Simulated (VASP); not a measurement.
# BaTiO3 (R3m) in VASP: notebook, part 2 of 2

VASP 6.6.1. The steps go on from the part before.

**5. Single point, PBE**

This run uses another cell than the first one, of 13.01 Å³/atom, 1.082 times its volume.

The input, INCAR:

```
ALGO = Normal ; EDIFF = 1E-6
ENCUT = 520 ; GGA = PE
ISIF = 2 ; ISMEAR = 0
LASPH = T ; LCHARG = T
LELF = T ; LREAL = F
LVHAR = T ; LWAVE = F
NBANDS = 28 ; NELM = 60
PREC = Accurate ; SIGMA = 0.02
```

The input, KPOINTS:

```
k-points
0
Gamma
  6 6 6
```

The input, POSCAR:

```
BaTiO3
1.0
    2.8387247954      1.6389385248      2.3298372614
   -2.8387247954      1.6389385248      2.3298372614
    0.0000000000     -3.2778770496      2.3298372614
Ba Ti O
1 1 3
Direct
    0.0013715972      0.0013715972      0.0013715972
    0.5140928986      0.5140928986      0.5140928986
    0.4878301514      0.9799762015      0.4878301514
    0.4878301514      0.4878301514      0.9799762015
    0.9799762015      0.4878301514      0.4878301514
```

Potentials or basis: VASP PAW PBE potentials, release 64 (Ba_sv, Ti_sv, O).

Command:

```console
> cat potpaw_PBE.64/Ba_sv/POTCAR potpaw_PBE.64/Ti_sv/POTCAR potpaw_PBE.64/O/POTCAR > POTCAR
> mpirun -np 1 vasp_std > vasp.out
```

OUTCAR:

```text
EDIFF = 1E-6
   ENCUT = 520
   GGA = PE
   ISIF = 2
   ISMEAR = 0
   LASPH = T
   LREAL = F
   NELM = 60
   PREC = Accurate

 ion  position               nearest neighbor table
   1  0.001  0.001  0.001-   3 2.77   5 2.77   4 2.77   4 2.84   4 2.84   3 2.84   5 2.84   3 2.84
                             5 2.84   5 2.93   3 2.93   4 2.93   2 3.41   2 3.45   2 3.45   2 3.45
   2  0.514  0.514  0.514-   3 1.88   5 1.88   4 1.88   3 2.15   5 2.15   4 2.15   1 3.41   1 3.45
                             1 3.45   1 3.45   1 3.51   1 3.51   1 3.51   1 3.58
[... 953 lines left out ...]
  -------------------------------------------------------------------------------------
  Total        1.9240605      1.9240605      1.8877326      0.0000000      0.0000000      0.0000000
  in kB       47.3987082     47.3987082     46.5037815      0.0000000      0.0000000      0.0000000
  external PRESSURE =      47.1003993 kB  Pullay stress =       0.0000000 kB

 VOLUME and BASIS-vectors are now :
 -----------------------------------------------------------------------------
  energy-cutoff  :      520.00
  volume of cell :       65.04
      direct lattice vectors                 reciprocal lattice vectors
     2.838724795  1.638938525  2.329837261     0.176135426  0.101691835  0.143071509
    -2.838724795  1.638938525  2.329837261    -0.176135426  0.101691835  0.143071509
     0.000000000 -3.277877050  2.329837261     0.000000000 -0.203383671  0.143071509

 POSITION                                       TOTAL-FORCE (eV/Angst)
 -----------------------------------------------------------------------------------
      0.00000      0.00000      0.00959         0.000000      0.000000     -0.037850
      0.00000      0.00000      3.59326         0.000000      0.000000     -0.075367
     -1.39707      0.80660      4.55631        -0.024230      0.013989      0.037739
      0.00000     -1.61319      4.55631         0.000000     -0.027979      0.037739
      1.39707      0.80660      4.55631         0.024230      0.013989      0.037739
 -----------------------------------------------------------------------------------
    total drift:                               -0.000000     -0.000000      0.000769

  FREE ENERGIE OF THE ION-ELECTRON SYSTEM (eV)
  ---------------------------------------------------
  free  energy   TOTEN  =       -40.0217179271 eV

  energy  without entropy=      -40.0217179271  energy(sigma->0) =      -40.02171793
```

OSZICAR:

```text
N       E                     dE             d eps       ncg     rms          rms(c)
DAV:   1     0.438415560003E+03    0.43842E+03   -0.20731E+04  1792   0.154E+03
DAV:   2    -0.590618799653E+01   -0.44432E+03   -0.42322E+03  2128   0.431E+02
DAV:   3    -0.485283943977E+02   -0.42622E+02   -0.42278E+02  2500   0.132E+02
DAV:   4    -0.505846355058E+02   -0.20562E+01   -0.20515E+01  2672   0.245E+01
DAV:   5    -0.506440934113E+02   -0.59458E-01   -0.59449E-01  2408   0.327E+00    0.236E+01
DAV:   6    -0.402236819202E+02    0.10420E+02   -0.55732E+01  2676   0.681E+01    0.101E+01
DAV:   7    -0.402049482060E+02    0.18734E-01   -0.11412E+01  2424   0.251E+01    0.723E+00
DAV:   8    -0.400193521582E+02    0.18560E+00   -0.59931E-01  2184   0.714E+00    0.382E+00
DAV:   9    -0.400492076057E+02   -0.29855E-01   -0.38907E-01  2636   0.558E+00    0.160E+00
DAV:  10    -0.400259229420E+02    0.23285E-01   -0.16928E-01  2140   0.424E+00    0.587E-01
DAV:  11    -0.400217764241E+02    0.41465E-02   -0.20632E-02  2168   0.879E-01    0.153E-01
DAV:  12    -0.400219887398E+02   -0.21232E-03   -0.27804E-03  2412   0.496E-01    0.144E-01
DAV:  13    -0.400217113784E+02    0.27736E-03   -0.10150E-03  2232   0.335E-01    0.192E-02
DAV:  14    -0.400217180690E+02   -0.66905E-05   -0.38239E-05  2416   0.435E-02    0.890E-03
DAV:  15    -0.400217179271E+02    0.14182E-06   -0.93467E-06  2192   0.239E-02
   1 F= -.40021718E+02 E0= -.40021718E+02  d E =-.850483E-78
```

stdout:

```text
POSCAR found type information on POSCAR BaTiO
 POSCAR found :  3 types and       5 ions
 scaLAPACK will be used
 LDA part: xc-table for (Slater+PW92), standard interpolation
 POSCAR, INCAR and KPOINTS ok, starting setup
 FFT: planning ... GRIDC
 FFT: planning ... GRID_SOFT
 FFT: planning ... GRID
 WAVECAR not read
 entering main loop
```

Wall time 100 s (1 thread of AMD EPYC 7R13, shared host); peak memory 0.18 GiB.

Results:

| Property | Result |
| --- | --- |
| Free energy | -40.0217 eV |
| Pressure | 4.7 GPa |
| Largest force | 0.075 eV/Å |
| Band gap on the k mesh | 2.40 eV, indirect (least direct gap 2.84 eV) |

Forces on the atoms (eV/Å):
```
Ba   0.000  0.000 -0.038
Ti   0.000  0.000 -0.075
O   -0.024  0.014  0.038
O    0.000 -0.028  0.038
O    0.024  0.014  0.038
```

Levels at points of the mesh, in eV from the valence-band top:
| k point | band 18 | band 19 | band 20 | band 21 | band 22 | band 23 |
| --- | --- | --- | --- | --- | --- | --- |
| (0.00, 0.00, 0.00) | -0.57 | -0.43 | -0.43 | 2.40 | 2.40 | 2.56 |
| (0.50, 0.00, 0.00) | -1.60 | -0.98 | -0.84 | 2.57 | 3.73 | 3.85 |
| (0.50, 0.50, 0.00) | -0.90 | -0.85 | -0.09 | 3.81 | 3.81 | 4.14 |
| (0.50, 0.50, 0.50) | -0.02 | -0.02 | 0.00 | 4.25 | 4.41 | 4.41 |

Caveat: spin-orbit coupling is left out, which moves the levels of the heavy elements. PBE gaps usually lie below the measured ones, often by a third to a half.

**6. Relaxation of cell and atoms, PBE, target pressure 30 GPa, at which the enthalpy is minimised**

This run uses another cell than the first one, of 11.17 Å³/atom, 0.929 times its volume.

The input, INCAR:

```
PREC = Accurate
ENCUT = 600
EDIFF = 1E-7
ISMEAR = 0
SIGMA = 0.02
LREAL = False
LASPH = True
NELM = 60
ALGO = Normal
ISIF = 3
LWAVE = False
LCHARG = False
GGA = PE
IBRION = 2
NSW = 70
EDIFFG = -0.008
PSTRESS = 300.0
```

The input, KPOINTS:

```
regular mesh
0
Gamma
  6 6 6
```

The input, POSCAR:

```
BaTiO3
1.0
    2.7027672903      1.5604434226      2.2072683065
   -2.7027672903      1.5604434226      2.2072683065
    0.0000000000     -3.1208868452      2.2072683066
Ba Ti O
1 1 3
Direct
   -0.0045168154     -0.0045168154     -0.0045168154
    0.4986226910      0.4986226910      0.4986226910
    0.4925824458      0.9918302329      0.4925824458
    0.4925824458      0.4925824458      0.9918302329
    0.9918302329      0.4925824458      0.4925824458
```

Potentials or basis: VASP PAW PBE potentials, release 64 (Ba_sv, Ti_sv, O).

Command:

```console
> cat potpaw_PBE.64/Ba_sv/POTCAR potpaw_PBE.64/Ti_sv/POTCAR potpaw_PBE.64/O/POTCAR > POTCAR
> mpirun -np 1 vasp_std > vasp.out
```

OUTCAR:

```text
PREC = Accurate
   ENCUT = 600
   EDIFF = 1E-7
   ISMEAR = 0
   LREAL = False
   LASPH = True
   NELM = 60
   ISIF = 3
   GGA = PE
   IBRION = 2
   NSW = 70
   EDIFFG = -0.008
   PSTRESS = 300.0

 ion  position               nearest neighbor table
   1  0.995  0.995  0.995-   4 2.69   3 2.69   5 2.69   5 2.70   3 2.70   3 2.70   5 2.70   4 2.70
                             4 2.70   4 2.72   3 2.72   5 2.72   2 3.29   2 3.30   2 3.30   2 3.30
   2  0.499  0.499  0.499-   3 1.89   5 1.89   4 1.89   3 1.94   5 1.94   4 1.94   1 3.29   1 3.30
                             1 3.30   1 3.30   1 3.32   1 3.32   1 3.32   1 3.33
   3  0.493  0.992  0.493-   2 1.89   2 1.94   1 2.69   1 2.70   1 2.70   1 2.72
   4  0.493  0.493  0.992-   2 1.89   2 1.94   1 2.69   1 2.70   1 2.70   1 2.72
   5  0.992  0.493  0.493-   2 1.89   2 1.94   1 2.69   1 2.70   1 2.70   1 2.72

  LATTYP: Found a trigonal (rhomboedric) cell.
 ALAT       =     3.8225604086
 COS(alpha) =     0.0001413928

  Lattice vectors:

 A1 = (   2.7027672903,   1.5604434226,   2.2072683065)
 A2 = (  -2.7027672903,   1.5604434226,   2.2072683065)
 A3 = (   0.0000000000,  -3.1208868452,   2.2072683066)

Analysis of symmetry for initial positions (statically):
=====================================================================
 Subroutine PRICEL returns:
 Original cell was already a primitive cell.
[... 295 lines left out ...]
  energy  without entropy=      -39.2904849495  energy(sigma->0) =      -39.29048495

  enthalpy is  TOTEN    =       -28.5695731243 eV   P V=       10.7209118251

[... ionic steps 4 to 10 ...]

--------------------------------------- Ionic step       11  -------------------------------------------

 number of electron      39.9999999 magnetization

------------------------ aborting loop because EDIFF is reached ----------------------------------------
[... 77 lines left out ...]
--------------------------------------- Ionic step       13  -------------------------------------------

 number of electron      39.9999998 magnetization

 Free energy of the ion-electron system (eV)
  ---------------------------------------------------
  ext. energy  EPLUGINS =         0.00000000
  ---------------------------------------------------
  free energy    TOTEN  =       -39.28107327 eV

  energy without entropy =      -39.28107327  energy(sigma->0) =      -39.28107327

 E-fermi :   4.8794     XC(G=0): -11.8738

 val. band max:        4.7635782166   @ k =   0.5000   0.5000   0.5000
 cond. band min:       6.7269800542   @ k =   0.0000   0.0000   0.0000
 fundamental gap:      1.9634018376
 Fermi energy:         4.8794139435

 k-point     1 :       0.0000    0.0000    0.0000
  band No.  band energies     occupation
      1     -51.3767      2.00000
      2     -27.6623      2.00000
      3     -27.6623      2.00000
      4     -27.6623      2.00000
      5     -19.8434      2.00000
      6     -12.3580      2.00000
[... 637 lines left out ...]
     23       9.1983      0.00000
     24      11.3219      0.00000

 [... further k-points ...]

------------------------ aborting loop because EDIFF is reached ----------------------------------------

  FORCE on cell =-STRESS in cart. coord.  units (eV):
  Direction    XX          YY          ZZ          XY          YZ          ZX
  --------------------------------------------------------------------------------------
  -------------------------------------------------------------------------------------
  Total       10.7133930     10.7133930     10.7169753      0.0000000     -0.0000000      0.0000000
  in kB      300.1114395    300.1114395    300.2117908      0.0000000     -0.0000000      0.0000000
  external PRESSURE =       0.1448899 kB  Pullay stress =     300.0000000 kB
[... 24 lines left out ...]
  energy  without entropy=      -39.2810732719  energy(sigma->0) =      -39.28107327

  enthalpy is  TOTEN    =       -28.5716584469 eV   P V=       10.7094148250

 reached required accuracy - stopping structural energy minimisation
```

CONTCAR:

```text
BaTiO3
   1.00000000000000
     2.7244287044545956    1.5729496457821657    2.2244034044242547
    -2.7244287044545956    1.5729496457821657    2.2244034044242547
    -0.0000000000000000   -3.1458992917872117    2.2244034046826155
  Ba              Ti              O
     1     1     3
Direct
     0.9942504211612787    0.9942504211612787    0.9942504211612907
     0.4943112562240907    0.4943112562240907    0.4943112562241251
     0.4941676052901036    0.9942041121344147    0.4941676052900884
     0.4941676052901043    0.4941676052901043    0.9942041121343999
     0.9942041121344147    0.4941676052901036    0.4941676052900884

  0.00000000E+00  0.00000000E+00  0.00000000E+00
  0.00000000E+00  0.00000000E+00  0.00000000E+00
  0.00000000E+00  0.00000000E+00  0.00000000E+00
  0.00000000E+00  0.00000000E+00  0.00000000E+00
  0.00000000E+00  0.00000000E+00  0.00000000E+00
```

Wall time 10 min (1 thread of AMD EPYC 7R13, shared host); peak memory 0.21 GiB.

What came out:

```yaml
Free_energy: -39.2811 eV
Relaxed_volume: 11.44 Å³/atom
Relaxed_cell: a = 3.853 Å, b = 3.853 Å, c = 3.853 Å, α = 90.00°, β = 90.00°, γ = 90.00°
Space_group_after_relaxing_to_0.05_Å: Pm-3m (No. 221)
Energy_change_on_relaxing_the_enthalpy_is_what_falls: -56.9 meV/atom
Ionic_steps: 13
Pressure_after_relaxing: 30.0 GPa
Band_gap_on_the_k_mesh: 1.96 eV, indirect (least direct gap 1.98 eV)
```

Forces in eV/Å, atoms in the order of the input:
```
Ba   0.000  0.000 -0.001
Ti   0.000  0.000 -0.001
O    0.002 -0.001  0.001
O    0.000  0.002  0.001
O   -0.002 -0.001  0.001
```

Step by step:
```tsv
step	energy change (eV)	largest force (eV/Å)	pressure (GPa)	volume (Å³)
1	0.0000	0.1772	37.30	55.86
2	-0.7032	0.0821	17.30	60.07
3	-0.2938	0.0968	29.81	57.26
4	-0.2885	0.0981	29.95	57.23
5	-0.2855	0.0753	30.00	57.21
6	-0.2797	0.0602	30.12	57.17
7	-0.2908	0.0386	29.84	57.23
8	-0.3019	0.0180	29.54	57.29
9	-0.2833	0.0145	30.04	57.19
10	-0.2844	0.0141	30.02	57.20
11	-0.2848	0.0139	30.00	57.20
12	-0.2847	0.0093	30.01	57.20
13	-0.2844	0.0022	30.01	57.19
```

Final structure:
```
Ba Ti O
1.0
     2.72443    1.57295    2.22440
    -2.72443    1.57295    2.22440
     0.00000   -3.14590    2.22440
Ba Ti O
1 1 3
Direct
  0.99425 0.99425 0.99425
  0.49431 0.49431 0.49431
  0.49417 0.99420 0.49417
  0.49417 0.49417 0.99420
  0.99420 0.49417 0.49417
```

Caveat: the cell is relaxed towards a set pressure, so the enthalpy falls and the energy may rise; spin-orbit coupling is left out, which moves the levels of the heavy elements.

**7. Summary**

```csv
task,cell,cutoff (eV),gap on the mesh (eV),pressure (GPa),largest force (eV/Å)
single point,"a = 3.917 Å, 5 atoms",520,1.91,17.3,0.01
single point,"a = 3.971 Å, angles 89.9°, 5 atoms",520,2.16,10.0,0.05
single point,"a = 4.022 Å, angles 89.8°, 5 atoms",520,2.40,4.7,0.08
relaxation of cell and atoms,"relaxed to 30 GPa from a = 3.823 Å, 5 atoms",600,1.96,30.0,-
```

Alike in all rows: level PBE; potentials or basis VASP PAW PBE potentials, release 64 (Ba_sv, Ti_sv, O); no spin polarisation; k mesh 6 × 6 × 6; smearing gaussian 0.02 eV.

Caveats: spin-orbit coupling is left out, which moves the levels of the heavy elements; the cell is relaxed towards a set pressure, so the enthalpy falls and the energy may rise (some runs).

Absolute energies hang on the potentials; compare differences alone.
